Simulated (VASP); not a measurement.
Write the native input for VASP 6.6.1 that does the following.

```yaml
Task: single point
Functional: PBEsol
Dispersion: D4
Potentials_or_basis: VASP PAW PBE potentials, release 64 (Pb_d, Se)
Cutoff: 520 eV
k_mesh: 8 × 8 × 8
Occupations: gaussian, width 0.05 eV
Spin: no spin polarisation
Dipole_correction: no
Further_INCAR_settings: ALGO = Normal; EDIFF = 1e-06; NBANDS = 17
```

The structure of PbSe lies in POSCAR:

```
PbSe
1.0
    0.0000000000      3.0606500000      3.0606500000
    3.0606500000      0.0000000000      3.0606500000
    3.0606500000      3.0606500000      0.0000000000
Pb Se
1 1
Direct
    0.0304000000      0.0044680000     -0.0152380000
    0.5049180000      0.4950760000      0.4951550000
```

This cell differs from its parent crystal: atoms moved at random.

One way to write it, as run:

INCAR

```
PREC = Accurate
ENCUT = 520
EDIFF = 1E-6
ISMEAR = 0
SIGMA = 0.05
LREAL = F
LASPH = T
NELM = 100
ALGO = Normal
ISIF = 2
LWAVE = F
LCHARG = T
GGA = PS
IVDW = 13
LELF = T
LVHAR = T
NBANDS = 17
```

KPOINTS

```
regular mesh
0
Gamma
  8 8 8
```

Potentials or basis: VASP PAW PBE potentials, release 64 (Pb_d, Se).

Run with:

```sh
$ cat potpaw_PBE.64/Pb_d/POTCAR potpaw_PBE.64/Se/POTCAR > POTCAR
$ mpirun -np 1 vasp_std > vasp.out
```

It gave:

The pressure is -1.5 GPa and the largest force is 0.068 eV/Å. The band gap on the k mesh is 0.28 eV. The dispersion energy per atom is -0.231 eV.

Caveat: the cell differs from its parent crystal (atoms moved at random); the PAW data sets were made with another functional, which shifts forces and pressure a little; spin-orbit coupling is left out, which moves the levels of the heavy elements.

Wall time 79 s on 1 thread of Intel(R) Xeon(R) Platinum 8559C (Emerald Rapids), with other jobs on the host, peak memory 0.38 GiB.
